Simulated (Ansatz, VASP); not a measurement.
LaBi2As3: VASP beside Ansatz

Contents of POSCAR:

```
LaBi2As3
1.0
    3.1162842827     -5.0193649747      0.0000000000
    3.1162842827      5.0193649747      0.0000000000
    0.0000000000      0.0000000000      5.1214757578
La Bi As
1 2 3
Direct
    0.5000000000      0.5000000000      0.0000000000
    0.0000000000      0.5000000000      0.5000000000
    0.5000000000      0.0000000000      0.5000000000
    0.1434289370      0.8565710630      0.0000000000
    0.8565710630      0.1434289370      0.0000000000
    0.0000000000      0.0000000000      0.5000000000
```

The input INCAR.step1:

```
ALGO = Normal
EDIFF = 1E-4
ENCUT = 520
GGA = PE
ISMEAR = -1
LASPH = True
LCHARG = False
LREAL = False
LWAVE = True
NBANDS = 37
NELM = 100
PREC = Accurate
SIGMA = 0.03
```

Contents of INCAR.step2:

```
ALGO = Normal
BPARAM = 11.95
CPARAM = 0.0093
EDIFF = 1E-6
ENCUT = 520
ISIF = 2
ISMEAR = -1
ISTART = 1
IVDW_NL = 2
LASPH = True
LCHARG = True
LELF = True
LMIXTAU = True
LREAL = False
LUSE_VDW = True
LVHAR = True
LWAVE = False
METAGGA = R2SCAN
NBANDS = 37
NELM = 100
PREC = Accurate
SIGMA = 0.03
```

KPOINTS

```
k-points
0
Gamma
  6 6 6
```

Input for Ansatz:

```yaml
crystal:
  lattice:
    - [3.1162842827, -5.0193649747, 0.0]
    - [3.1162842827, 5.0193649747, 0.0]
    - [0.0, 0.0, 5.1214757578]
  atoms:
    - { symbol: La, position: [0.5, 0.5, 0.0] }
    - { symbol: Bi, position: [0.0, 0.5, 0.5] }
    - { symbol: Bi, position: [0.5, 0.0, 0.5] }
    - { symbol: As, position: [0.143428937, 0.856571063, 0.0] }
    - { symbol: As, position: [0.856571063, 0.143428937, 0.0] }
    - { symbol: As, position: [0.0, 0.0, 0.5] }
kpoints:
  mp_grid: { grid: [6, 6, 6] }
  band_path:
    path:
      - [0.0, 0.0, 0.0]
      - [-0.5, 0.5, 0.0]
      - [-0.3463643942, 0.6536356058, 0.0]
      - [0.3463643942, 0.3463643942, 0.0]
      - [0.0, 0.0, 0.5]
      - [0.3463643942, 0.3463643942, 0.5]
      - [-0.3463643942, 0.6536356058, 0.5]
      - [-0.5, 0.5, 0.5]
      - [0.0, 0.5, 0.0]
    npoints: 1
hamiltonian:
  xc: r2scan
  dispersion: rvv10
scf:
  occupations: { method: fermi_dirac, width: 0.03 }
  n_extra_bands: 5
output:
  forces: true
  stress: true
  eigenvalues: true
  write_density: true
  write_potential: true
  elf: true
  volumetric_format: npy
```

Alike in both runs: task single point; functional r2SCAN; dispersion rVV10; k mesh 6 × 6 × 6; occupations fermi-dirac, width 0.03 eV; no spin polarisation.

|  | VASP | Ansatz |
| --- | --- | --- |
| version | VASP 6.6.1 | Ansatz 0.2.0 |
| potentials or method | VASP PAW PBE potentials, release 64 (La, Bi_d, As) | plane waves, PAW |
| plane-wave cutoff (eV) | 520 | 500 |
| valence electrons in the cell | 56 | 86 |

VASP gave:

| Property | Result |
| --- | --- |
| pressure (GPa) | 0.3 |
| traceless stress, the component that is largest in VASP (GPa) | -0.57 |
| rms of the force components (eV/Å) | 0.102 |

Task: Estimate Ansatz's values.

Result: Pressure (GPa): 0.1; traceless stress, the component that is largest in VASP (GPa): -0.57; rms of the force components (eV/Å): 0.102.

VASP's potentials were made for PBE, not for r2SCAN. Atom by atom the forces differ by 0.000 eV/Å (rms over components). VASP's potentials hold 56 valence electrons a cell and Ansatz's 86, so a difference there can come from the potentials and not from the codes.

Neither program's run includes spin-orbit coupling.
